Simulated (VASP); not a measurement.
A run of VASP 6.6.1:

Contents of POSCAR:

```
GaAs
1.0
    3.6064012100      0.0000000000      0.0000000000
   -1.8032006000      3.1232350600      0.0000000000
    0.0000000000      0.0000000000      3.5731941600
Ga As
1 1
Direct
    0.3333333300      0.6666666700      0.5000000000
    0.0000000000      0.0000000000      0.0000000000
```

INCAR.step1

```
SYSTEM = GaAs
ALGO = Normal
EDIFF = 1E-5
ENCUT = 520
GGA = PE
ISIF = 2
ISMEAR = -1
LASPH = .True.
LCHARG = .False.
LREAL = .False.
LWAVE = .True.
NBANDS = 16
NELM = 80
PREC = Accurate
SIGMA = 0.05
```

File INCAR.step2:

```
SYSTEM = GaAs
ALGO = Normal
EDIFF = 1E-6
ENCUT = 520
GGA = PE
HFSCREEN = 0.2079
ISIF = 2
ISMEAR = -1
ISTART = 1
LASPH = .True.
LCHARG = .False.
LHFCALC = .True.
LREAL = .False.
LWAVE = .False.
NBANDS = 16
NELM = 80
PREC = Accurate
PRECFOCK = Normal
SIGMA = 0.05
```

KPOINTS

```
k-points
0
Gamma
  5 5 4
  0 0 0
```

Potentials or basis: VASP PAW PBE potentials, release 64 (Ga_d, As).

Run with:

```console
$ cat potpaw_PBE.64/Ga_d/POTCAR potpaw_PBE.64/As/POTCAR > POTCAR
$ cp INCAR.step1 INCAR
$ mpirun -np 1 vasp_std > vasp.out
$ cp INCAR.step2 INCAR
$ mpirun -np 1 vasp_std > vasp.out
```

Hardware: 1 thread of AMD EPYC 9R14 (Zen 4) (shared host).

Question: How long does it take, and how much memory?

Answer: It took 16 min on 1 thread of AMD EPYC 9R14 (Zen 4), on a shared host, peak memory 0.25 GiB. Counts: k points 15.
